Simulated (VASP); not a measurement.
# Cu: electric field gradients with PBE

The system is Cu.

```
Cu
1.0
     0.00000    1.81351    1.81351
     1.81351    0.00000    1.81351
     1.81351    1.81351    0.00000
Cu
1
Direct
  0.00000 0.00000 0.00000
```

This cell differs from its parent crystal: volume scaled by 1.01.

| Item | Value |
| --- | --- |
| Program | VASP 6.6.1 |
| Task | electric field gradients |
| Functional | PBE |
| Potentials or basis | VASP PAW PBE potentials, release 64 (Cu) |
| Cutoff | 520 eV |
| k mesh | 19 × 19 × 19 |
| Occupations | fermi-dirac, width 0.08 eV |
| Spin | no spin polarisation |
| Dipole correction | no |
| Further INCAR settings | ALGO = Normal; EDIFF = 1e-08; NBANDS = 12 |

```json
{"Pressure": "0.8 GPa"}
```

Levels at points of the mesh, in eV from the Fermi level:
| k point | band 4 | band 5 | band 6 | band 7 | band 8 | band 9 |
| --- | --- | --- | --- | --- | --- | --- |
| (0.00, 0.00, 0.00) | -3.04 | -2.23 | -2.23 | 22.47 | 25.04 | 25.04 |

It took 38 s on 1 thread of AMD EPYC 7R13, on a shared host, peak memory 0.12 GiB.

Caveat: without QUAD_EFG the Cq values of the log hold for a quadrupole moment of 1 mb, not for the nuclei.
